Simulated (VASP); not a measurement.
Set up this calculation in VASP 6.6.1, as the native input.

| Item | Value |
| --- | --- |
| Task | single point |
| Functional | PBE |
| Potentials or basis | VASP PAW PBE potentials, release 64 (Pd) |
| Cutoff | 520 eV |
| k mesh | 24 × 24 × 24 |
| Occupations | gaussian, width 0.15 eV |
| Spin | no spin polarisation |
| Dipole correction | no |
| Further INCAR settings | ALGO = Fast; EDIFF = 1e-06; NBANDS = 11 |

The structure of Pd lies in POSCAR:

```
Pd
1.0
    0.0000000000      1.9997145223      1.8397373605
    1.9997145223      0.0000000000      1.8397373605
    1.9997145223      1.9997145223      0.0000000000
Pd
1
Direct
    0.0000000000      0.0000000000      0.0000000000
```

This cell differs from its parent crystal: ratio of the length along z to the lengths across it x 0.92, volume and fractional coordinates fixed.

These files were run (other wordings do the same):

INCAR

```
PREC = Accurate
ENCUT = 520
EDIFF = 1E-6
ISMEAR = 0
SIGMA = 0.15
LREAL = False
LASPH = True
NELM = 100
ALGO = Fast
ISIF = 2
LWAVE = False
LCHARG = True
GGA = PE
LELF = True
LVHAR = True
NBANDS = 11
```

KPOINTS

```
Automatic mesh
0
Gamma
  24 24 24
```

Potentials or basis: VASP PAW PBE potentials, release 64 (Pd).

Launch:

```sh
$ cat potpaw_PBE.64/Pd/POTCAR > POTCAR
$ mpirun -np 1 vasp_std > vasp.out
```

It gave:

The pressure is 7.7 GPa and the band gap on the k mesh is zero (band 5 reaches 10.33 eV, above the bottom of band 6 at 8.48 eV).

Wall time 58 s on 1 thread of Intel(R) Xeon(R) 6975P-C (Granite Rapids), with other jobs on the host, peak memory 0.28 GiB.
